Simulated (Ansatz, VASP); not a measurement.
**One calculation of CdTeSe3, two programs**

```
CELL_PARAMETERS angstrom
3.02462 1.74627 4.43923
-3.02462 1.74627 4.43923
0.00000 -3.49253 4.43923
ATOMIC_POSITIONS crystal
Cd 0.37646 0.37646 0.37646
Te 0.89019 0.89019 0.89019
Se 0.37491 0.87738 0.37491
Se 0.37491 0.37491 0.87738
Se 0.87738 0.37491 0.37491
```

Alike in both runs: functional PBE; k mesh 3 × 3 × 3; occupations gaussian, width 0.1 eV; no spin polarisation.

Ansatz relaxed the structure, and its values are those at the end. VASP's run is a single point on that final structure, the one shown.

```csv
,VASP,Ansatz
version,VASP 6.6.1,Ansatz 0.2.0
potentials or method,"VASP PAW PBE potentials, release 64 (Cd, Te, Se), cutoff 520 eV","scalar-relativistic, plane waves, PAW"
valence electrons in the cell,36,84
```

VASP gave:

- gap on the k mesh at the Fermi level (eV): none
- pressure (GPa): 0.0
- rms of the force components (eV/Å): 0.012

Task: What did Ansatz give for the same quantities?

Result: gap on the k mesh at the Fermi level (eV): none; pressure (GPa): -0.1; rms of the force components (eV/Å): 0.012.

A gap of «none» marks a metal or a gap that the smearing closes. VASP's potentials hold 36 valence electrons a cell and Ansatz's 84, so a difference there can come from the potentials and not from the codes.

The k mesh is coarse, so the values compare programs but aren't converged. Spin-orbit coupling is off throughout.
